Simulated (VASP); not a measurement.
# PbSe (Cmcm) in VASP: a series of runs

PbSe is run at these levels: r2SCAN; tasks: single point.

All numbers are computed with VASP 6.6.1; they aren't measurements. Logs are shortened: lines on timing, memory, paths and dates and some standing lists are left out, and cuts for length are marked.

## (1) The cell of the first run

Symmetry: Cmcm, No. 63, orthorhombic system. Conventional cell: a = 3.789 Å, b = 10.319 Å, c = 4.039 Å, α = 90.00°, β = 90.00°, γ = 90.00°. Within 3.5 Å of Pb (site symmetry m2m) lie 7 Se at 2.62 to 3.17 Å and 2 Pb at 3.11 Å. Se (site symmetry m2m) has 7 Pb at 2.62 to 3.17 Å and 2 Se at 3.37 Å within 3.5 Å.

## (2) Single point, r2SCAN

POSCAR

```
PbSe
1.0
    1.8945765339     -5.1594232498      0.0000000000
    1.8945765339      5.1594232498      0.0000000000
    0.0000000000      0.0000000000      4.0390901245
Pb Se
2 2
Direct
    0.6148481515      0.3851518485      0.7500000000
    0.3851518485      0.6148481515      0.2500000000
    0.8691506719      0.1308493281      0.7500000000
    0.1308493281      0.8691506719      0.2500000000
```

INCAR.step1

```
  PREC = Accurate
  ENCUT = 520
  ISMEAR = 0
  SIGMA = 0.01
  LREAL = False
  LASPH = True
  NELM = 60
  NBANDS = 28
  GGA = PE
  ALGO = Normal
  EDIFF = 1E-4
  LWAVE = True
  LCHARG = False
```

INCAR.step2

```
  PREC = Accurate
  ENCUT = 520
  EDIFF = 1E-7
  ISMEAR = 0
  SIGMA = 0.01
  LREAL = False
  LASPH = True
  NELM = 60
  ALGO = Normal
  ISIF = 2
  LWAVE = False
  LCHARG = False
  METAGGA = R2SCAN
  LMIXTAU = True
  NBANDS = 28
  ISTART = 1
```

KPOINTS

```
regular mesh
0
Gamma
  6 6 4
```

Potentials or basis: VASP PAW PBE potentials, release 64 (Pb_d, Se).

Launch:

```
> cat potpaw_PBE.64/Pb_d/POTCAR potpaw_PBE.64/Se/POTCAR > POTCAR
> cp INCAR.step1 INCAR
> mpirun -np 1 vasp_std > vasp.out
> cp INCAR.step2 INCAR
> mpirun -np 1 vasp_std > vasp.out
```

OUTCAR:

```text
PREC = Accurate
   ENCUT = 520
   EDIFF = 1E-7
   ISMEAR = 0
   LREAL = False
   LASPH = True
   NELM = 60
   ISIF = 2
   METAGGA = R2SCAN
   ISTART = 1

 ion  position               nearest neighbor table
   1  0.615  0.385  0.750-   3 2.62   4 2.77   4 2.77   4 2.77   4 2.77   2 3.11   2 3.11   3 3.17
                             3 3.17   2 3.93   2 3.93   2 3.93   2 3.93
   2  0.385  0.615  0.250-   4 2.62   3 2.77   3 2.77   3 2.77   3 2.77   1 3.11   1 3.11   4 3.17
                             4 3.17   1 3.93   1 3.93   1 3.93   1 3.93
   3  0.869  0.131  0.750-   1 2.62   2 2.77   2 2.77   2 2.77   2 2.77   1 3.17   1 3.17
   4  0.131  0.869  0.250-   2 2.62   1 2.77   1 2.77   1 2.77   1 2.77   2 3.17   2 3.17

  LATTYP: Found a base centered orthorhombic cell.
 ALAT       =     3.7891530678
 B/A-ratio  =     2.7232593445
 C/A-ratio  =     1.0659611930

  Lattice vectors:

 A1 = (   1.8945765339,  -5.1594232498,   0.0000000000)
 A2 = (   1.8945765339,   5.1594232498,   0.0000000000)
 A3 = (   0.0000000000,   0.0000000000,   4.0390901245)

Analysis of symmetry for initial positions (statically):
=====================================================================
 Subroutine PRICEL returns:
 Original cell was already a primitive cell.

 Routine SETGRP: Setting up the symmetry group for a
 base centered orthorhombic supercell.

 Subroutine GETGRP returns: Found  8 space group operations
 (whereof  4 operations were pure point group operations)
 out of a pool of  8 trial point group operations.

The static configuration has the point symmetry C_2h.
 The point group associated with its full space group is D_2h.

Analysis of symmetry for dynamics (positions and initial velocities):
=====================================================================
 Subroutine PRICEL returns:
 Original cell was already a primitive cell.

 Routine SETGRP: Setting up the symmetry group for a
 base centered orthorhombic supercell.

 Subroutine GETGRP returns: Found  8 space group operations
 (whereof  4 operations were pure point group operations)
 out of a pool of  8 trial point group operations.

The dynamic configuration has the point symmetry C_2h.
 The point group associated with its full space group is D_2h.

 Subroutine INISYM returns: Found  8 space group operations
 (whereof  4 operations are pure point group operations),
 and found     1 'primitive' translations

----------------------------------------------------------------------------------------

                                     Primitive cell

  volume of cell :      78.9636

  direct lattice vectors                    reciprocal lattice vectors
     1.894576534 -5.159423250  0.000000000     0.263911218 -0.096910057  0.000000000
     1.894576534  5.159423250  0.000000000     0.263911218  0.096910057  0.000000000
     0.000000000  0.000000000  4.039090125     0.000000000  0.000000000  0.247580512

  length of vectors
     5.496277696  5.496277696  4.039090125     0.281141761  0.281141761  0.247580512

  position of ions in fractional coordinates (direct lattice)
     0.614848151  0.385151849  0.750000000
     0.385151849  0.614848151  0.250000000
     0.869150672  0.130849328  0.750000000
     0.130849328  0.869150672  0.250000000

  ion indices of the primitive-cell ions
   primitive index   ion index
                 1           1
                 2           2
                 3           3
                 4           4

----------------------------------------------------------------------------------------

 KPOINTS: regular mesh

Automatic generation of k-mesh.
 Grid dimensions read from file:
 generate k-points for:    6    6    4

 Generating k-lattice:

  Cartesian coordinates                     Fractional coordinates (reciprocal lattice)
     0.043985203 -0.016151676  0.000000000     0.166666667  0.000000000  0.000000000
     0.043985203  0.016151676  0.000000000     0.000000000  0.166666667  0.000000000
     0.000000000  0.000000000  0.061895128     0.000000000  0.000000000  0.250000000

  Length of vectors
     0.046856960  0.046856960  0.061895128

  Shift w.r.t. Gamma in fractional coordinates (k-lattice)
     0.000000000  0.000000000  0.000000000

 Subroutine IBZKPT returns following result:
 ===========================================

 Found     39 irreducible k-points:

 Following reciprocal coordinates:
            Coordinates               Weight
  0.000000  0.000000  0.000000      1.000000
  0.166667  0.000000  0.000000      4.000000
  0.333333  0.000000  0.000000      4.000000
  0.500000 -0.000000  0.000000      2.000000
  0.166667  0.166667  0.000000      2.000000
  0.333333  0.166667  0.000000      4.000000
[... 16 lines left out ...]
  0.333333  0.333333  0.250000      4.000000
  0.500000  0.333333  0.250000      8.000000
 [... further k-points ...]
   k-points           NKPTS =     39   k-points in BZ     NKDIM =     39   number of bands    NBANDS=     28
   number of dos      NEDOS =    301   number of ions     NIONS =      4
   total plane-waves  NPLWV =  52920
   dimension x,y,z NGX =    42 NGY =   42 NGZ =   30
   dimension x,y,z NGXF=    84 NGYF=   84 NGZF=   60
   ions per type =               2   2
   NGX,Y,Z   is equivalent  to a cutoff of  12.70, 12.70, 12.35 a.u.
   NGXF,Y,Z  is equivalent  to a cutoff of  25.41, 25.41, 24.70 a.u.
 SYSTEM =  unknown system
   PREC   = accura    normal or accurate (medium, high low for compatibility)
   ISTART =      1    job   : 0-new  1-cont  2-samecut
   ICHARG =      0    charge: 1-file 2-atom 10-const
   ISPIN  =      1    spin polarized calculation?
   LNONCOLLINEAR =      F non collinear calculations
   LSORBIT =      F    spin-orbit coupling
   LASPH  =      T    aspherical Exc in radial PAW
   ENCUT  =  520.0 eV  38.22 Ry    6.18 a.u.  10.22 10.22  7.51*2*pi/ulx,y,z
   NELM   =     60;   NELMIN=  2; NELMDL=  0     # of ELM steps
   EDIFF  = 0.1E-06   stopping-criterion for ELM
   LREAL  =      F    real-space projection
   EDIFFG = 0.1E-05   stopping-criterion for IOM
   NSW    =      0    number of steps for IOM
   IBRION =     -1    ionic relax: 0-MD 1-quasi-New 2-CG
   NFREE  =      0    steps in history (QN), initial steepest desc. (CG)
   ISIF   =      2    stress and relaxation
   ISYM   =      2    0-nonsym 1-usesym 2-fastsym
   POTIM  = 0.5000    time-step for ionic-motion
   TEBEG  =    0.0;   TEEND  =   0.0 temperature during run
   PSTRESS=    0.0 pullay stress
   NELECT =      40.0000    total number of electrons
   NUPDOWN=      -1.0000    fix difference up-down
   EMIN   =  10.00;   EMAX   =-10.00  energy-range for DOS
   EFERMI =   0.00;   METHOD = LEGACY
   ISMEAR =     0;   SIGMA  =   0.01  broadening in eV -4-tet -1-fermi 0-gaus
   EFERMI_NEDOS =   21; number of points for ismear=-14 and -15
   IALGO  =     38    algorithm
   IMIX   =      4    mixing-type and parameters
     AMIX     =   0.40;   BMIX     =  1.00
     AMIX_MAG =   1.60;   BMIX_MAG =  1.00
  volume/ion in A,a.u.               =      19.74       133.22
  Fermi-wavevector in a.u.,A,eV,Ry     =   1.305026  2.466142 23.171990  1.703093
  Thomas-Fermi vector in A             =   2.435923
   LORBIT       =      0    0 simple, 1 ext, 2 COOP (PROOUT), +10 PAW based schemes
   METAGGA = R2SCAN    functional components
   LHFCALC =     F    Hartree Fock is set to
   AEXX    =    0.0000 exact exchange contribution
   IVDW    =     0    specifies the selected vdW correction
   LEPSILON=     F    determine dielectric tensor
   LRPA    =     F    only Hartree local field effects (RPA)
 non-spin polarized calculation
 Gauss-broadening in eV      SIGMA  =   0.01
  energy-cutoff  :      520.00
  volume of cell :       78.96
 maximum number of plane-waves:      2143
 NGX is ok and might be reduce to    42
   NGX = 21   NGY = 21   NGZ = 15

 number of electron      40.0000005 magnetization

 Free energy of the ion-electron system (eV)
  ---------------------------------------------------
  ext. energy  EPLUGINS =         0.00000000
  ---------------------------------------------------
  free energy    TOTEN  =      -140.54488626 eV

  energy without entropy =     -140.54488626  energy(sigma->0) =     -140.54488626

 E-fermi :   9.7650     XC(G=0): -12.1193

 val. band max:        9.6827954659   @ k =   0.0000   0.0000   0.5000
 cond. band min:       9.8452268776   @ k =   0.3333   0.1667   0.0000
 fundamental gap:      0.1624314117
 Fermi energy:         9.7649826863

 k-point     1 :       0.0000    0.0000    0.0000
  band No.  band energies     occupation
      1      -8.9612      2.00000
      2      -8.6145      2.00000
      3      -8.5124      2.00000
      4      -8.3685      2.00000
      5      -8.3549      2.00000
      6      -8.3088      2.00000
[... 20 lines left out ...]
     27      16.9743      0.00000
     28      17.1326      0.00000

 k-point     2 :       0.1667    0.0000    0.0000
  band No.  band energies     occupation
      1      -8.8952      2.00000
      2      -8.6055      2.00000
      3      -8.4923      2.00000
      4      -8.4058      2.00000
      5      -8.3439      2.00000
      6      -8.3237      2.00000
[... 20 lines left out ...]
     27      16.2548      0.00000
     28      17.1292      0.00000

 k-point     3 :       0.3333    0.0000    0.0000
  band No.  band energies     occupation
      1      -8.7435      2.00000
      2      -8.5880      2.00000
      3      -8.4802      2.00000
      4      -8.4708      2.00000
      5      -8.4023      2.00000
      6      -8.3663      2.00000
[... 20 lines left out ...]
     27      17.1077      0.00000
     28      17.7138      0.00000

 k-point     4 :       0.5000   -0.0000    0.0000
  band No.  band energies     occupation
      1      -8.6393      2.00000
      2      -8.5784      2.00000
      3      -8.5192      2.00000
      4      -8.4912      2.00000
      5      -8.4321      2.00000
      6      -8.3849      2.00000
[... 578 lines left out ...]
     27      16.1782      0.00000
     28      18.3386      0.00000

 k-point    23 :       0.3333    0.3333    0.2500
  band No.  band energies     occupation
      1      -8.7019      2.00000
      2      -8.6777      2.00000
      3      -8.5742      2.00000
      4      -8.4481      2.00000
      5      -8.4455      2.00000
      6      -8.3398      2.00000
[... 20 lines left out ...]
     27      16.6439      0.00000
     28      17.2925      0.00000

 k-point    24 :       0.5000    0.3333    0.2500
  band No.  band energies     occupation
      1      -8.6889      2.00000
      2      -8.5920      2.00000
      3      -8.5076      2.00000
      4      -8.4523      2.00000
      5      -8.4110      2.00000
      6      -8.3266      2.00000
[... 20 lines left out ...]
     27      17.1118      0.00000
     28      17.9340      0.00000

 [... further k-points ...]

------------------------ aborting loop because EDIFF is reached ----------------------------------------

  FORCE on cell =-STRESS in cart. coord.  units (eV):
  Direction    XX          YY          ZZ          XY          YZ          ZX
  --------------------------------------------------------------------------------------
  -------------------------------------------------------------------------------------
  Total       19.8454613     19.8632083     19.8752814      0.0000000      0.0000000      0.0000000
  in kB      402.6659728    403.0260616    403.2710245      0.0000000      0.0000000      0.0000000
  external PRESSURE =     402.9876863 kB  Pullay stress =       0.0000000 kB

 VOLUME and BASIS-vectors are now :
 -----------------------------------------------------------------------------
  energy-cutoff  :      520.00
  volume of cell :       78.96
      direct lattice vectors                 reciprocal lattice vectors
     1.894576534 -5.159423250  0.000000000     0.263911218 -0.096910057  0.000000000
     1.894576534  5.159423250  0.000000000     0.263911218  0.096910057  0.000000000
     0.000000000  0.000000000  4.039090125     0.000000000  0.000000000  0.247580512

 POSITION                                       TOTAL-FORCE (eV/Angst)
 -----------------------------------------------------------------------------------
      1.89458     -1.18510      3.02932         0.000000      0.008695     -0.000000
      1.89458      1.18510      1.00977         0.000000     -0.008695      0.000000
      1.89458     -3.80921      3.02932         0.000000     -0.016392     -0.000000
      1.89458      3.80921      1.00977         0.000000      0.016392      0.000000
 -----------------------------------------------------------------------------------
    total drift:                                0.000000      0.000000      0.000000

  FREE ENERGIE OF THE ION-ELECTRON SYSTEM (eV)
  ---------------------------------------------------
  free  energy   TOTEN  =      -140.5448862600 eV

  energy  without entropy=     -140.5448862600  energy(sigma->0) =     -140.54488626
```

It took 3.3 min on 1 thread of Intel Xeon 6975P-C (Granite Rapids), shared host; peak memory 0.27 GiB.

Results:

- Free energy: -140.5449 eV
- Pressure: 40.3 GPa
- Largest force: 0.016 eV/Å
- Band gap on the k mesh: 0.16 eV (least direct gap 0.91 eV)

Forces on the atoms (eV/Å):
```
Pb   0.000  0.009  0.000
Pb   0.000 -0.009  0.000
Se   0.000 -0.016  0.000
Se   0.000  0.016  0.000
```

Caveat: the cell stands under pressure; the PAW data sets were made with another functional, which shifts forces and pressure a little; spin-orbit coupling is left out, which moves the levels of the heavy elements. A k mesh can miss the band edges.

## (3) Single point, r2SCAN

This run uses another cell than the first one, of 20.85 Å³/atom.

POSCAR

```
PbSe
1.0
    1.9292640711     -5.2641332669      0.0000000000
    1.9292640711      5.2641332669      0.0000000000
    0.0000000000      0.0000000000      4.1056205620
Pb Se
2 2
Direct
    0.6155412959      0.3844587041      0.7500000000
    0.3844587041      0.6155412959      0.2500000000
    0.8683694364      0.1316305636      0.7500000000
    0.1316305636      0.8683694364      0.2500000000
```

INCAR.step1

```
SYSTEM = PbSe
ALGO = Normal
EDIFF = 1E-4
ENCUT = 520
GGA = PE
ISMEAR = 0
LASPH = .True.
LCHARG = .False.
LREAL = .False.
LWAVE = .True.
NBANDS = 28
NELM = 80
PREC = Accurate
SIGMA = 0.01
```

INCAR.step2

```
SYSTEM = PbSe
ALGO = Normal
EDIFF = 1E-6
ENCUT = 520
ISIF = 2
ISMEAR = 0
ISTART = 1
LASPH = .True.
LCHARG = .True.
LELF = .True.
LMIXTAU = .True.
LREAL = .False.
LVHAR = .True.
LWAVE = .False.
METAGGA = R2SCAN
NBANDS = 28
NELM = 80
PREC = Accurate
SIGMA = 0.01
```

KPOINTS

```
k-points
0
Gamma
  6 6 4
  0 0 0
```

Potentials or basis: VASP PAW PBE potentials, release 64 (Pb_d, Se).

Launch:

```
> cat potpaw_PBE.64/Pb_d/POTCAR potpaw_PBE.64/Se/POTCAR > POTCAR
> cp INCAR.step1 INCAR
> mpirun -np 1 vasp_std > vasp.out
> cp INCAR.step2 INCAR
> mpirun -np 1 vasp_std > vasp.out
```

Wall time 3.1 min (1 thread of Intel Xeon 6975P-C (Granite Rapids), shared host); peak memory 0.28 GiB.

The run converged. Its results:

```
Free energy            : -141.5151 eV
Pressure               : 30.2 GPa
Largest force          : 0.015 eV/Å
Band gap on the k mesh : 0.46 eV (least direct gap 1.07 eV)
```

Forces on the atoms (eV/Å):
```
Pb   0.000  0.008  0.000
Pb   0.000 -0.008  0.000
Se   0.000 -0.015  0.000
Se   0.000  0.015  0.000
```

Levels at points of the mesh, in eV from the valence-band top:
| k point | band 17 | band 18 | band 19 | band 20 | band 21 | band 22 | band 23 | band 24 |
| --- | --- | --- | --- | --- | --- | --- | --- | --- |
| (0.00, 0.00, 0.00) | -3.52 | -3.46 | -2.73 | -1.67 | 4.04 | 4.32 | 5.44 | 5.80 |
| (0.50, 0.00, 0.00) | -2.78 | -2.07 | -1.11 | -0.69 | 0.59 | 0.76 | 1.78 | 2.76 |
| (0.50, 0.50, 0.00) | -4.19 | -2.24 | -1.61 | -1.48 | 0.74 | 4.16 | 4.36 | 4.37 |
| (0.00, 0.00, 0.50) | -1.97 | -1.97 | 0.00 | 0.00 | 1.22 | 1.22 | 1.88 | 1.88 |
| (0.50, 0.00, 0.50) | -5.76 | -5.76 | -2.13 | -2.13 | 2.89 | 2.89 | 6.92 | 6.92 |
| (0.50, 0.50, 0.50) | -1.53 | -1.53 | -1.10 | -1.10 | 2.04 | 2.04 | 3.11 | 3.11 |

Caveat: the cell stands under pressure; the PAW data sets were made with another functional, which shifts forces and pressure a little; spin-orbit coupling is left out, which moves the levels of the heavy elements. A k mesh can miss the band edges.
